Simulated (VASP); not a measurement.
Input of a VASP 6.6.1 run:

Contents of POSCAR:

```
BeTe
1.0
    0.0000000000      2.8286228800      2.8286228800
    2.8286228800      0.0000000000      2.8286228800
    2.8286228800      2.8286228800      0.0000000000
Be Te
1 1
Direct
    0.0000000000      0.0000000000      0.0000000000
    0.2500000000      0.2500000000      0.2500000000
```

File INCAR.step1:

```
SYSTEM = BeTe
PREC = Accurate
ENCUT = 660
ISMEAR = 0
SIGMA = 0.01
LREAL = .False.
LASPH = .True.
NELM = 120
NBANDS = 11
GGA = PE
ALGO = Normal
EDIFF = 1E-5
LWAVE = .True.
LCHARG = .False.
GGA_COMPAT = .False.
```

INCAR.step2

```
SYSTEM = BeTe
PREC = Accurate
ENCUT = 660
EDIFF = 1E-6
ISMEAR = 0
SIGMA = 0.01
LREAL = .False.
LASPH = .True.
NELM = 120
ALGO = Normal
ISIF = 2
LWAVE = .False.
LCHARG = .False.
METAGGA = R2SCAN
LMIXTAU = .True.
NBANDS = 11
ISTART = 1
GGA_COMPAT = .False.
```

KPOINTS

```
regular mesh
0
Gamma
  6 6 6
  0 0 0
```

Potentials or basis: VASP PAW PBE potentials, release 64 (Be, Te).

The run is started by

```bash
$ cat potpaw_PBE.64/Be/POTCAR potpaw_PBE.64/Te/POTCAR > POTCAR
$ cp INCAR.step1 INCAR
$ mpirun -np 1 vasp_std > vasp.out
$ cp INCAR.step2 INCAR
$ mpirun -np 1 vasp_std > vasp.out
```

(1) Predict the band gap on the k mesh.

(2) Predict the pressure.

Answers

(1) 2.37 eV, indirect (least direct gap 4.03 eV).

(2) 0.2 GPa.

Caveat: the PAW data sets were made with another functional, which shifts forces and pressure a little; spin-orbit coupling is left out, which moves the levels of the heavy elements.
